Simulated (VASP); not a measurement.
**H20CO9: single point with PBE+D3(BJ)**

H20CO9:

```
O H C
1.0
     6.69154    0.00000    0.00000
     0.00000    5.04454    0.00000
     0.00000    0.00000    5.35702
O H C
9 20 1
Direct
  0.30474 0.90684 0.66894
  0.00158 0.21198 0.57920
  0.90709 0.65750 0.79865
  0.08581 0.63167 0.31706
  0.10887 0.11860 0.07163
  0.68206 0.13997 0.93147
  0.30246 0.50906 0.90681
  0.43831 0.34176 0.47052
  0.51328 0.75085 0.22150
  0.18930 0.72143 0.42871
  0.18150 0.99936 0.63853
  0.04568 0.21555 0.37767
  0.82691 0.16669 0.97991
  0.89165 0.07201 0.54835
  0.81138 0.66515 0.92899
  0.94592 0.47963 0.74360
  0.46155 0.47624 0.35016
  0.09672 0.94140 0.00739
  0.20547 0.25102 0.98751
  0.44505 0.54598 0.93408
  0.66873 0.28577 0.80343
  0.16373 0.59805 0.16858
  0.27239 0.63159 0.77651
  0.40369 0.87071 0.28032
  0.29089 0.35230 0.50771
  0.75170 0.00235 0.30024
  0.39531 0.04218 0.73659
  0.67696 0.75577 0.53920
  0.79814 0.62866 0.27325
  0.70414 0.79282 0.34542
```

```json
{"Program": "VASP 6.6.1", "Task": "single point", "Functional": "PBE", "Dispersion": "D3(BJ)", "Potentials or basis": "VASP PAW PBE potentials, release 64 (O, H, C)", "Cutoff": "520 eV", "k mesh": "1 × 1 × 1", "Occupations": "fermi-dirac, width 0.05 eV", "Spin": "no spin polarisation"}
```

```json
{"Pressure": "6.6 GPa", "Largest force": "4.969 eV/Å", "Band gap on the k mesh": "4.82 eV", "Dispersion energy per atom": "-0.060 eV"}
```

Forces in eV/Å, atoms in the order of the input:
```
O    1.341 -0.175 -0.285
O   -1.109 -2.147 -4.342
O    1.101  0.949 -0.565
O    1.405  1.229  1.754
O    0.046  1.290  1.253
O    0.972  1.865 -0.944
O    0.629 -2.213  1.790
O   -1.250 -2.087  1.715
O    0.064  0.384 -0.627
H   -1.292 -0.684 -0.963
H   -1.425  1.168 -0.091
H   -0.656  0.367  2.514
H   -0.863 -0.412 -0.168
H    1.198  1.259  1.049
H   -0.754 -0.240  0.905
H   -0.360 -0.366 -0.032
H    0.352  1.490 -1.267
H    0.263 -0.307 -0.437
H   -0.702 -0.896  0.127
H   -0.470 -0.090  0.521
H   -0.176 -1.138  0.640
H    0.470 -0.286 -1.100
H   -0.359  1.288 -0.896
H    1.160  0.055 -0.096
H    1.676 -0.030 -0.488
H   -0.098 -1.198  0.275
H    0.207 -0.480 -0.300
H    0.200  0.202  0.775
H   -0.121  0.917  0.294
C   -1.449  0.288 -1.011
```

Stress tensor (GPa, compression positive):
```
 4.05 -1.86 -0.96
-1.86  7.41 -5.03
-0.96 -5.03  8.48
```

Levels at points of the mesh, in eV from the valence-band top:
```tsv
k point	band 35	band 36	band 37	band 38	band 39	band 40	band 41	band 42	band 43	band 44
(0.00, 0.00, 0.00)	-0.88	-0.85	-0.37	-0.16	0.00	4.82	7.30	7.76	8.08	8.63
```

It took 25 s on 1 thread of Intel(R) Xeon(R) Platinum 8488C (Sapphire Rapids) (shared host), peak memory 0.27 GiB.

Caveat: the k points lie up to 1.25 Å⁻¹ apart.
